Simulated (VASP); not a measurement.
# Co (P6_3/mmc) in VASP: single point with PBE

Aim: the single point of Co with PBE.

Program: VASP 6.6.1. These are calculated values, not measurements. Logs are shortened: lines on timing, memory, paths and dates and some standing lists are left out, and cuts for length are marked.

### 1 The cell of the first run

It takes space group P6_3/mmc (No. 194, hexagonal). Conventional cell: a = 2.507 Å, b = 2.507 Å, c = 4.070 Å, α = 90.00°, β = 90.00°, γ = 120.00°. Co (site symmetry -6m2) has 12 Co at 2.50 to 2.51 Å within 3.3 Å.

### 2 Single point, PBE, collinear spin, ferromagnetic start

Input file INCAR:

```
SYSTEM = Co
PREC = Accurate
ENCUT = 600
EDIFF = 1E-6
ISMEAR = -1
SIGMA = 0.08
LREAL = .FALSE.
LASPH = .TRUE.
NELM = 200
ALGO = Normal
ISIF = 2
LWAVE = .FALSE.
LCHARG = .FALSE.
ISPIN = 2
MAGMOM = 2.455 2.455
LORBIT = 11
NUPDOWN = 4.91
LMAXMIX = 4
GGA = PE
NBANDS = 20
GGA_COMPAT = .FALSE.
```

Input file KPOINTS:

```
regular mesh
0
G
  15 15 8
  0 0 0
```

Input file POSCAR:

```
Co
1.0
    2.5074000000      0.0000000000      0.0000000000
   -1.2537000000      2.1714720974      0.0000000000
    0.0000000000      0.0000000000      4.0699000000
Co
2
Direct
    0.3333333333      0.6666666667      0.2500000000
    0.6666666667      0.3333333333      0.7500000000
```

Potentials or basis: VASP PAW PBE potentials, release 64 (Co).

Launch:

```
$ cat potpaw_PBE.64/Co/POTCAR > POTCAR
$ mpirun -np 1 vasp_std > vasp.out
```

OUTCAR:

```text
SYSTEM = Co
   PREC = Accurate
   ENCUT = 600
   EDIFF = 1E-6
   ISMEAR = -1
   LREAL = .FALSE.
   LASPH = .TRUE.
   NELM = 200
   ISIF = 2
   ISPIN = 2
   LORBIT = 11
   NUPDOWN = 4.91
   GGA = PE

 ion  position               nearest neighbor table
   1  0.333  0.667  0.250-   2 2.50   2 2.50   2 2.50   2 2.50   2 2.50   2 2.50
   2  0.667  0.333  0.750-   1 2.50   1 2.50   1 2.50   1 2.50   1 2.50   1 2.50

  LATTYP: Found a hexagonal cell.
 ALAT       =     2.5074000000
 C/A-ratio  =     1.6231554598

  Lattice vectors:

 A1 = (   2.5074000000,   0.0000000000,   0.0000000000)
 A2 = (  -1.2537000000,   2.1714720974,   0.0000000000)
 A3 = (   0.0000000000,   0.0000000000,   4.0699000000)

Analysis of symmetry for initial positions (statically):
=====================================================================
 Subroutine PRICEL returns:
 Original cell was already a primitive cell.

 Routine SETGRP: Setting up the symmetry group for a
 hexagonal supercell.

 Subroutine GETGRP returns: Found 24 space group operations
 (whereof 12 operations were pure point group operations)
 out of a pool of 24 trial point group operations.

The static configuration has the point symmetry D_3d.
 The point group associated with its full space group is D_6h.

Analysis of symmetry for dynamics (positions and initial velocities):
=====================================================================
 Subroutine PRICEL returns:
 Original cell was already a primitive cell.

 Routine SETGRP: Setting up the symmetry group for a
 hexagonal supercell.

 Subroutine GETGRP returns: Found 24 space group operations
 (whereof 12 operations were pure point group operations)
 out of a pool of 24 trial point group operations.

The dynamic configuration has the point symmetry D_3d.
 The point group associated with its full space group is D_6h.

Analysis of structural, dynamic, and magnetic symmetry:
=====================================================================
 Subroutine PRICEL returns:
 Original cell was already a primitive cell.

 Routine SETGRP: Setting up the symmetry group for a
 hexagonal supercell.

 Subroutine GETGRP returns: Found 24 space group operations
 (whereof 12 operations were pure point group operations)
 out of a pool of 24 trial point group operations.

The overall configuration has the point symmetry D_3d.
 The point group associated with its full space group is D_6h.

 Subroutine INISYM returns: Found 24 space group operations
 (whereof 12 operations are pure point group operations),
 and found     1 'primitive' translations

----------------------------------------------------------------------------------------

                                     Primitive cell

  volume of cell :      22.1596

  direct lattice vectors                    reciprocal lattice vectors
     2.507400000  0.000000000  0.000000000     0.398819494  0.230258542  0.000000000
    -1.253700000  2.171472097  0.000000000     0.000000000  0.460517085  0.000000000
     0.000000000  0.000000000  4.069900000     0.000000000  0.000000000  0.245706283

  length of vectors
     2.507400000  2.507400000  4.069900000     0.460517085  0.460517085  0.245706283

  position of ions in fractional coordinates (direct lattice)
     0.333333333  0.666666667  0.250000000
     0.666666667  0.333333333  0.750000000

  ion indices of the primitive-cell ions
   primitive index   ion index
                 1           1
                 2           2

----------------------------------------------------------------------------------------

 KPOINTS: regular mesh

Automatic generation of k-mesh.
 Grid dimensions read from file:
 generate k-points for:   15   15    8

 Generating k-lattice:

  Cartesian coordinates                     Fractional coordinates (reciprocal lattice)
     0.026587966  0.015350569  0.000000000     0.066666667  0.000000000  0.000000000
     0.000000000  0.030701139  0.000000000     0.000000000  0.066666667  0.000000000
     0.000000000  0.000000000  0.030713285     0.000000000  0.000000000  0.125000000

  Length of vectors
     0.030701139  0.030701139  0.030713285

  Shift w.r.t. Gamma in fractional coordinates (k-lattice)
     0.000000000  0.000000000  0.000000000

 Subroutine IBZKPT returns following result:
 ===========================================

 Found    135 irreducible k-points:

 Following reciprocal coordinates:
            Coordinates               Weight
  0.000000  0.000000  0.000000      1.000000
  0.066667 -0.000000  0.000000      6.000000
  0.133333 -0.000000  0.000000      6.000000
  0.200000 -0.000000  0.000000      6.000000
  0.266667 -0.000000  0.000000      6.000000
  0.333333  0.000000  0.000000      6.000000
[... 16 lines left out ...]
  0.333333  0.200000  0.000000     12.000000
  0.400000  0.200000  0.000000      6.000000
 [... further k-points ...]
   k-points           NKPTS =    135   k-points in BZ     NKDIM =    135   number of bands    NBANDS=     20
   number of dos      NEDOS =    301   number of ions     NIONS =      2
   total plane-waves  NPLWV =  14400
   dimension x,y,z NGX =    20 NGY =   20 NGZ =   36
   dimension x,y,z NGXF=    40 NGYF=   40 NGZF=   72
   ions per type =               2
   NGX,Y,Z   is equivalent  to a cutoff of  13.26, 13.26, 14.71 a.u.
   NGXF,Y,Z  is equivalent  to a cutoff of  26.52, 26.52, 29.41 a.u.
 SYSTEM =  Co
   PREC   = accura    normal or accurate (medium, high low for compatibility)
   ISTART =      0    job   : 0-new  1-cont  2-samecut
   ICHARG =      2    charge: 1-file 2-atom 10-const
   ISPIN  =      2    spin polarized calculation?
   LNONCOLLINEAR =      F non collinear calculations
   LSORBIT =      F    spin-orbit coupling
   LASPH  =      T    aspherical Exc in radial PAW
   ENCUT  =  600.0 eV  44.10 Ry    6.64 a.u.   5.01  5.01  8.13*2*pi/ulx,y,z
   NELM   =    200;   NELMIN=  2; NELMDL= -5     # of ELM steps
   EDIFF  = 0.1E-05   stopping-criterion for ELM
   LREAL  =      F    real-space projection
   EDIFFG = 0.1E-04   stopping-criterion for IOM
   NSW    =      0    number of steps for IOM
   IBRION =     -1    ionic relax: 0-MD 1-quasi-New 2-CG
   NFREE  =      0    steps in history (QN), initial steepest desc. (CG)
   ISIF   =      2    stress and relaxation
   ISYM   =      2    0-nonsym 1-usesym 2-fastsym
   POTIM  = 0.5000    time-step for ionic-motion
   TEBEG  =    0.0;   TEEND  =   0.0 temperature during run
   PSTRESS=    0.0 pullay stress
   NELECT =      18.0000    total number of electrons
   NUPDOWN=       4.9100    fix difference up-down
   EMIN   =  10.00;   EMAX   =-10.00  energy-range for DOS
   EFERMI =   0.00;   METHOD = LEGACY
   ISMEAR =    -1;   SIGMA  =   0.08  broadening in eV -4-tet -1-fermi 0-gaus
   EFERMI_NEDOS =   21; number of points for ismear=-14 and -15
   IALGO  =     38    algorithm
   IMIX   =      4    mixing-type and parameters
     AMIX     =   0.40;   BMIX     =  1.00
     AMIX_MAG =   1.60;   BMIX_MAG =  1.00
  volume/ion in A,a.u.               =      11.08        74.77
  Fermi-wavevector in a.u.,A,eV,Ry     =   1.527490  2.886538 31.745475  2.333227
  Thomas-Fermi vector in A             =   2.635379
   LORBIT       =     11    0 simple, 1 ext, 2 COOP (PROOUT), +10 PAW based schemes
   GGA     = PE    functional components
   LHFCALC =     F    Hartree Fock is set to
   AEXX    =    0.0000 exact exchange contribution
   IVDW    =     0    specifies the selected vdW correction
   LEPSILON=     F    determine dielectric tensor
   LRPA    =     F    only Hartree local field effects (RPA)
 spin polarized calculation
  energy-cutoff  :      600.00
  volume of cell :       22.16
 maximum number of plane-waves:       764
 NGX is ok and might be reduce to    20
   NGX =  9   NGY =  9   NGZ = 17

 number of electron      17.9999999 magnetization       4.9100000

 Free energy of the ion-electron system (eV)
  ---------------------------------------------------
  ext. energy  EPLUGINS =         0.00000000
  ---------------------------------------------------
  free energy    TOTEN  =       -12.85484016 eV

  energy without entropy =      -12.79723553  energy(sigma->0) =      -12.82603785

 E-fermi :   9.5539     XC(G=0): -13.3182

 val. band max:       12.6609300617   @ k =   0.2000   0.2000   0.2500
 cond. band min:       9.5545982067   @ k =   0.0667   0.0667   0.1250
 fundamental gap:     -3.1063318550
 Fermi energy:        12.6719676843

 spin component 1

 k-point     1 :       0.0000    0.0000    0.0000
  band No.  band energies     occupation
      1       0.9005      1.00000
      2       4.4796      1.00000
      3       6.7826      1.00000
      4       6.7826      1.00000
      5       6.7998      1.00000
      6       7.0678      1.00000
[... 12 lines left out ...]
     19      35.2061      0.00000
     20      35.2061      0.00000
[... 507 lines left out ...]
 k-point    24 :       0.4000    0.2000    0.0000
  band No.  band energies     occupation
      1       5.1428      1.00000
      2       5.2696      1.00000
      3       5.3204      1.00000
      4       6.2991      1.00000
      5       6.4946      1.00000
      6       6.7191      1.00000
[... 12 lines left out ...]
     19      28.6753      0.00000
     20      38.0328      0.00000

 [... further k-points ...]

 spin component 2

 k-point     1 :       0.0000    0.0000    0.0000
  band No.  band energies     occupation
      1       1.4425      1.00000
      2       5.9797      1.00000
      3       8.9839      0.99920
      4       9.0728      0.99756
      5       9.0728      0.99756
      6       9.4116      0.85562
[... 12 lines left out ...]
     19      36.0839      0.00000
     20      36.0839      0.00000
[... 507 lines left out ...]
 k-point    24 :       0.4000    0.2000    0.0000
  band No.  band energies     occupation
      1       6.8655      1.00000
      2       7.1003      1.00000
      3       7.1218      1.00000
      4       7.8133      1.00000
      5       8.7676      0.99995
      6       8.9194      0.99964
[... 12 lines left out ...]
     19      29.5503      0.00000
     20      38.8918      0.00000

 [... further k-points ...]
[... 5 lines left out ...]
  --------------------------------------------------------------------------------------
  -------------------------------------------------------------------------------------
  Total        1.8415894      1.8415894      2.6795729      0.0000000      0.0000000      0.0000000
  in kB      133.1501875    133.1501875    193.7378814      0.0000000      0.0000000      0.0000000
  external PRESSURE =     153.3460855 kB  Pullay stress =       0.0000000 kB

 VOLUME and BASIS-vectors are now :
 -----------------------------------------------------------------------------
  energy-cutoff  :      600.00
  volume of cell :       22.16
      direct lattice vectors                 reciprocal lattice vectors
     2.507400000  0.000000000  0.000000000     0.398819494  0.230258542  0.000000000
    -1.253700000  2.171472097  0.000000000     0.000000000  0.460517085  0.000000000
     0.000000000  0.000000000  4.069900000     0.000000000  0.000000000  0.245706283

 POSITION                                       TOTAL-FORCE (eV/Angst)
 -----------------------------------------------------------------------------------
     -0.00000      1.44765      1.01747         0.000000     -0.000000      0.000000
      1.25370      0.72382      3.05242        -0.000000      0.000000      0.000000
 -----------------------------------------------------------------------------------
    total drift:                                0.000000      0.000000     -0.000000

  FREE ENERGIE OF THE ION-ELECTRON SYSTEM (eV)
  ---------------------------------------------------
  free  energy   TOTEN  =       -12.8548401601 eV

  energy  without entropy=      -12.7972355315  energy(sigma->0) =      -12.82603785

 total charge

# of ion       s       p       d       tot
------------------------------------------
    1        0.511   0.586   7.104   8.201
    2        0.511   0.586   7.104   8.201
--------------------------------------------------
tot          1.021   1.173  14.207  16.401

 magnetization (x)

# of ion       s       p       d       tot
------------------------------------------
    1        0.029   0.090   2.274   2.392
    2        0.029   0.090   2.274   2.392
--------------------------------------------------
tot          0.057   0.179   4.548   4.784
```

Wall time 1.9 min (1 thread of AMD EPYC 7R13, shared host); peak memory 0.2 GiB.

What came out:

| Quantity | Value |
| --- | --- |
| Free energy | -12.8548 eV |
| Pressure | 15.3 GPa |
| Net moment | 4.91 μB per cell |
| Site moments | Co +2.39 μB |
| Valence electrons inside the program's atomic spheres | Co 8.20 |

Stress tensor (GPa, compression positive):
```
13.32  0.00  0.00
 0.00 13.32  0.00
 0.00  0.00 19.37
```

Caveat: the cell stands under pressure; the total moment is fixed, so each spin has its own Fermi level.
